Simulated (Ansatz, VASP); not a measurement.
## PbS: VASP beside Ansatz

The input INCAR:

```
  PREC = Accurate
  ENCUT = 520
  EDIFF = 1E-6
  ISMEAR = 0
  SIGMA = 0.05
  LREAL = False
  LASPH = True
  NELM = 60
  ALGO = Normal
  ISIF = 2
  LWAVE = False
  LCHARG = False
  GGA = RE
  IVDW = 12
  NBANDS = 17
```

File KPOINTS:

```
Automatic mesh
0
Gamma
  8 8 8
```

Contents of POSCAR:

```
PbS
1.0
    0.0000000000      2.9976367343      2.9976367343
    2.9976367343      0.0000000000      2.9976367343
    2.9976367343      2.9976367343      0.0000000000
Pb S
1 1
Direct
    0.5000000000      0.5000000000      0.5000000000
    0.0000000000      0.0000000000      0.0000000000
```

Input for Ansatz:

```yaml
crystal:
  lattice:
    - [0.0, 2.9976367343, 2.9976367343]
    - [2.9976367343, 0.0, 2.9976367343]
    - [2.9976367343, 2.9976367343, 0.0]
  atoms:
    - { symbol: Pb, position: [0.5, 0.5, 0.5] }
    - { symbol: S, position: [0.0, 0.0, 0.0] }
basis:
  ecutwfc: 420
  ecutrho_ratio: 4
kpoints:
  mp_grid: { grid: [8, 8, 8] }
hamiltonian:
  xc: revpbe
  dispersion: d3bj
scf:
  occupations: { method: gaussian, width: 0.05 }
output:
  forces: true
  stress: true
  eigenvalues: true
```

Alike in both runs: task single point; functional revPBE; dispersion D3(BJ); k mesh 8 × 8 × 8; occupations gaussian, width 0.05 eV; no spin polarisation.

```csv
,VASP,Ansatz
version,VASP 6.6.1,Ansatz 0.2.0
potentials or method,"VASP PAW PBE potentials, release 64 (Pb_d, S), cutoff 520 eV","scalar-relativistic, plane waves, PAW"
valence electrons in the cell,20,20
```

Ansatz gave:

| Property | Result |
| --- | --- |
| gap on the k mesh at the Fermi level (eV) | 0.54 |
| least direct gap on the mesh (eV) | 0.54 |
| pressure (GPa) | -2.0 |

Question: What did VASP give for the same quantities?

Answer: gap on the k mesh at the Fermi level (eV): 0.55; least direct gap on the mesh (eV): 0.55; pressure (GPa): -2.1.

VASP's potentials were made for PBE, not for revPBE.

Neither program's run includes spin-orbit coupling.
